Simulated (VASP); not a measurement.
# Ti (Im-3m) in VASP: further runs

Runs on Ti. Level: PBEsol. Tasks: relaxation of cell and atoms.

Everything below comes from runs of VASP 6.6.1. Logs are shortened: lines on timing, memory, paths and dates and some standing lists are left out, and cuts for length are marked.

### 1 The cell of the first run

It takes space group Im-3m (No. 229, cubic). The conventional cell has a = 3.280 Å, b = 3.280 Å, c = 3.280 Å, α = 90.00°, β = 90.00°, γ = 90.00°. Within 3.7 Å of Ti (site symmetry m-3m) lie 14 Ti at 2.84 to 3.28 Å.

This isn't the form of Ti at room conditions, which is hcp.

### 2 Relaxation of cell and atoms, PBEsol

INCAR

```
SYSTEM = Ti
  ALGO = Normal
  EDIFF = 1E-7
  EDIFFG = -0.02
  ENCUT = 500
  GGA = PS
  GGA_COMPAT = .False.
  IBRION = 2
  ISIF = 3
  ISMEAR = -1
  LASPH = .True.
  LCHARG = .False.
  LREAL = .False.
  LWAVE = .False.
  NELM = 120
  NELMIN = 4
  NSW = 60
  PREC = Accurate
  SIGMA = 0.1
```

KPOINTS

```
k-points
0
Gamma
  11 11 11
  0 0 0
```

POSCAR

```
Ti
1.0
   -1.6400000000      1.6400000000      1.6400000000
    1.6400000000     -1.6400000000      1.6400000000
    1.6400000000      1.6400000000     -1.6400000000
Ti
1
Direct
    0.0000000000      0.0000000000      0.0000000000
```

Potentials or basis: VASP PAW PBE potentials, release 64 (Ti_sv).

Started as:

```bash
> cat potpaw_PBE.64/Ti_sv/POTCAR > POTCAR
> mpirun -np 1 vasp_std > vasp.out
```

OUTCAR:

```text
SYSTEM = Ti
   EDIFF = 1E-7
   EDIFFG = -0.02
   ENCUT = 500
   GGA = PS
   IBRION = 2
   ISIF = 3
   ISMEAR = -1
   LASPH = .True.
   LREAL = .False.
   NELM = 120
   NELMIN = 4
   NSW = 60
   PREC = Accurate

 ion  position               nearest neighbor table
   1  0.000  0.000  0.000-

  LATTYP: Found a body centered cubic cell.
 ALAT       =     3.2800000000

  Lattice vectors:

 A1 = (  -1.6400000000,   1.6400000000,   1.6400000000)
 A2 = (   1.6400000000,  -1.6400000000,   1.6400000000)
 A3 = (   1.6400000000,   1.6400000000,  -1.6400000000)

Analysis of symmetry for initial positions (statically):
=====================================================================
 Subroutine PRICEL returns:
 Original cell was already a primitive cell.

 Routine SETGRP: Setting up the symmetry group for a
 body centered cubic supercell.

 Subroutine GETGRP returns: Found 48 space group operations
 (whereof 48 operations were pure point group operations)
 out of a pool of 48 trial point group operations.

The static configuration has the point symmetry O_h .

Analysis of symmetry for dynamics (positions and initial velocities):
=====================================================================
 Subroutine PRICEL returns:
 Original cell was already a primitive cell.

 Routine SETGRP: Setting up the symmetry group for a
 body centered cubic supercell.

 Subroutine GETGRP returns: Found 48 space group operations
 (whereof 48 operations were pure point group operations)
 out of a pool of 48 trial point group operations.

The dynamic configuration has the point symmetry O_h .

 Subroutine INISYM returns: Found 48 space group operations
 (whereof 48 operations are pure point group operations),
 and found     1 'primitive' translations

----------------------------------------------------------------------------------------

                                     Primitive cell

  volume of cell :      17.6438

  direct lattice vectors                    reciprocal lattice vectors
    -1.640000000  1.640000000  1.640000000     0.000000000  0.304878049  0.304878049
     1.640000000 -1.640000000  1.640000000     0.304878049  0.000000000  0.304878049
     1.640000000  1.640000000 -1.640000000     0.304878049  0.304878049  0.000000000

  length of vectors
     2.840563324  2.840563324  2.840563324     0.431162671  0.431162671  0.431162671

  position of ions in fractional coordinates (direct lattice)
     0.000000000  0.000000000  0.000000000

  ion indices of the primitive-cell ions
   primitive index   ion index
                 1           1

----------------------------------------------------------------------------------------

 KPOINTS: k-points

Automatic generation of k-mesh.
 Grid dimensions read from file:
 generate k-points for:   11   11   11

 Generating k-lattice:

  Cartesian coordinates                     Fractional coordinates (reciprocal lattice)
     0.000000000  0.027716186  0.027716186     0.090909091  0.000000000  0.000000000
     0.027716186  0.000000000  0.027716186     0.000000000  0.090909091  0.000000000
     0.027716186  0.027716186  0.000000000     0.000000000  0.000000000  0.090909091

  Length of vectors
     0.039196606  0.039196606  0.039196606

  Shift w.r.t. Gamma in fractional coordinates (k-lattice)
     0.000000000  0.000000000  0.000000000

 Subroutine IBZKPT returns following result:
 ===========================================

 Found     56 irreducible k-points:

 Following reciprocal coordinates:
            Coordinates               Weight
  0.000000  0.000000  0.000000      1.000000
  0.090909  0.000000  0.000000     12.000000
  0.181818  0.000000  0.000000     12.000000
  0.272727  0.000000  0.000000     12.000000
  0.363636  0.000000  0.000000     12.000000
  0.454545  0.000000  0.000000     12.000000
[... 16 lines left out ...]
  0.272727  0.181818  0.090909     48.000000
  0.363636  0.181818  0.090909     24.000000
 [... further k-points ...]
   k-points           NKPTS =     56   k-points in BZ     NKDIM =     56   number of bands    NBANDS=     10
   number of dos      NEDOS =    301   number of ions     NIONS =      1
   total plane-waves  NPLWV =  13824
   dimension x,y,z NGX =    24 NGY =   24 NGZ =   24
   dimension x,y,z NGXF=    48 NGYF=   48 NGZF=   48
   ions per type =               1
   NGX,Y,Z   is equivalent  to a cutoff of  14.05, 14.05, 14.05 a.u.
   NGXF,Y,Z  is equivalent  to a cutoff of  28.09, 28.09, 28.09 a.u.
 SYSTEM =  Ti
   PREC   = accura    normal or accurate (medium, high low for compatibility)
   ISTART =      0    job   : 0-new  1-cont  2-samecut
   ICHARG =      2    charge: 1-file 2-atom 10-const
   ISPIN  =      1    spin polarized calculation?
   LNONCOLLINEAR =      F non collinear calculations
   LSORBIT =      F    spin-orbit coupling
   LASPH  =      T    aspherical Exc in radial PAW
   ENCUT  =  500.0 eV  36.75 Ry    6.06 a.u.   5.18  5.18  5.18*2*pi/ulx,y,z
   NELM   =    120;   NELMIN=  4; NELMDL= -5     # of ELM steps
   EDIFF  = 0.1E-06   stopping-criterion for ELM
   LREAL  =      F    real-space projection
   EDIFFG = -.2E-01   stopping-criterion for IOM
   NSW    =     60    number of steps for IOM
   IBRION =      2    ionic relax: 0-MD 1-quasi-New 2-CG
   NFREE  =      1    steps in history (QN), initial steepest desc. (CG)
   ISIF   =      3    stress and relaxation
   ISYM   =      2    0-nonsym 1-usesym 2-fastsym
   POTIM  = 0.5000    time-step for ionic-motion
   TEBEG  =    0.0;   TEEND  =   0.0 temperature during run
   PSTRESS=    0.0 pullay stress
   NELECT =      12.0000    total number of electrons
   NUPDOWN=      -1.0000    fix difference up-down
   EMIN   =  10.00;   EMAX   =-10.00  energy-range for DOS
   EFERMI =   0.00;   METHOD = LEGACY
   ISMEAR =    -1;   SIGMA  =   0.10  broadening in eV -4-tet -1-fermi 0-gaus
   EFERMI_NEDOS =   21; number of points for ismear=-14 and -15
   IALGO  =     38    algorithm
   IMIX   =      4    mixing-type and parameters
     AMIX     =   0.40;   BMIX     =  1.00
     AMIX_MAG =   1.60;   BMIX_MAG =  1.00
  volume/ion in A,a.u.               =      17.64       119.07
  Fermi-wavevector in a.u.,A,eV,Ry     =   1.439698  2.720635 28.201208  2.072730
  Thomas-Fermi vector in A             =   2.558525
   LORBIT       =      0    0 simple, 1 ext, 2 COOP (PROOUT), +10 PAW based schemes
   GGA     = PS    functional components
   LHFCALC =     F    Hartree Fock is set to
   AEXX    =    0.0000 exact exchange contribution
   IVDW    =     0    specifies the selected vdW correction
   LEPSILON=     F    determine dielectric tensor
   LRPA    =     F    only Hartree local field effects (RPA)
 conjugate gradient relaxation of ions
 non-spin polarized calculation
  energy-cutoff  :      500.00
  volume of cell :       17.64
 maximum number of plane-waves:       460
 NGX is ok and might be reduce to    24
   NGX = 11   NGY = 11   NGZ = 11

--------------------------------------- Ionic step        1  -------------------------------------------

 number of electron      12.0000000 magnetization

 Free energy of the ion-electron system (eV)
  ---------------------------------------------------
  ext. energy  EPLUGINS =         0.00000000
  ---------------------------------------------------
  free energy    TOTEN  =        -8.24964486 eV

  energy without entropy =       -8.17049592  energy(sigma->0) =       -8.21007039

------------------------ aborting loop because EDIFF is reached ----------------------------------------

  FORCE on cell =-STRESS in cart. coord.  units (eV):
  Direction    XX          YY          ZZ          XY          YZ          ZX
  --------------------------------------------------------------------------------------
  -------------------------------------------------------------------------------------
  Total       -0.7055778     -0.7055778     -0.7055778      0.0000000      0.0000000      0.0000000
  in kB      -64.0713601    -64.0713601    -64.0713601      0.0000000      0.0000000      0.0000000
  external PRESSURE =     -64.0713601 kB  Pullay stress =       0.0000000 kB
[... 55 lines left out ...]
  energy  without entropy=       -8.1949358083  energy(sigma->0) =       -8.22892464

--------------------------------------- Ionic step        3  -------------------------------------------

 number of electron      12.0000000 magnetization

 Free energy of the ion-electron system (eV)
  ---------------------------------------------------
  ext. energy  EPLUGINS =         0.00000000
  ---------------------------------------------------
  free energy    TOTEN  =        -8.27242202 eV

  energy without entropy =       -8.20010460  energy(sigma->0) =       -8.23626331

 E-fermi :   8.4548     XC(G=0): -11.8614

 val. band max:        8.4258143570   @ k =   0.2727   0.0909   0.0909
 cond. band min:       8.4643563709   @ k =  -0.3636   0.3636   0.0909
 fundamental gap:      0.0385420139
 Fermi energy:         8.4548350329

 k-point     1 :       0.0000    0.0000    0.0000
  band No.  band energies     occupation
      1     -47.7413      2.00000
      2     -23.6311      2.00000
      3     -23.6311      2.00000
      4     -23.6311      2.00000
      5       2.4067      2.00000
      6       9.4876      0.00007
      7       9.4876      0.00007
      8       9.4876      0.00007
      9      11.3676      0.00000
     10      11.3676      0.00000
[... 287 lines left out ...]
 k-point    24 :       0.3636    0.1818    0.0909
  band No.  band energies     occupation
      1     -47.5701      2.00000
      2     -24.2829      2.00000
      3     -23.9846      2.00000
      4     -23.7583      2.00000
      5       6.9304      2.00000
      6       7.8101      1.99684
      7       8.5624      0.50848
      8      11.5716      0.00000
      9      11.7807      0.00000
     10      15.1821      0.00000

 [... further k-points ...]
[... 5 lines left out ...]
  --------------------------------------------------------------------------------------
  -------------------------------------------------------------------------------------
  Total       -0.0018291     -0.0018291     -0.0018291     -0.0000000      0.0000000      0.0000000
  in kB       -0.1769821     -0.1769821     -0.1769821     -0.0000000      0.0000000      0.0000000
  external PRESSURE =      -0.1769821 kB  Pullay stress =       0.0000000 kB
[... 16 lines left out ...]
  FREE ENERGIE OF THE ION-ELECTRON SYSTEM (eV)
  ---------------------------------------------------
  free  energy   TOTEN  =        -8.2724220182 eV

  energy  without entropy=       -8.2001046027  energy(sigma->0) =       -8.23626331

 reached required accuracy - stopping structural energy minimisation
```

Wall time 21 s (1 thread of Intel Xeon Platinum 8488C (Sapphire Rapids), shared host); peak memory 0.15 GiB.

Results:

```
Free energy                           : -8.2724 eV
Relaxed volume                        : 16.56 Å³/atom
Relaxed cell                          : a = 2.781 Å, b = 2.781 Å, c = 2.781 Å, α = 109.47°, β = 109.47°, γ = 109.47°
Space group after relaxing (to 0.1 Å) : Im-3m (No. 229)
Energy gained by relaxing             : 22.8 meV/atom
Ionic steps                           : 3
Pressure after relaxing               : 0.0 GPa
Band gap on the k mesh                : zero (bands 6 and 7 overlap by 1.69 eV)
```

The path:
| step | energy change (eV) | largest force (eV/Å) | pressure (GPa) | volume (Å³) |
| --- | --- | --- | --- | --- |
| 1 | 0.0000 | 0.0000 | -6.41 | 17.64 |
| 2 | -0.0133 | 0.0000 | 4.80 | 15.90 |
| 3 | -0.0228 | 0.0000 | -0.02 | 16.56 |

Final structure:
```
CELL_PARAMETERS angstrom
-1.60565 1.60565 1.60565
1.60565 -1.60565 1.60565
1.60565 1.60565 -1.60565
ATOMIC_POSITIONS crystal
Ti 0.00000 0.00000 0.00000
```

Caveat: the PAW data sets were made with another functional, which shifts forces and pressure a little.

[end of part 1 of 2]
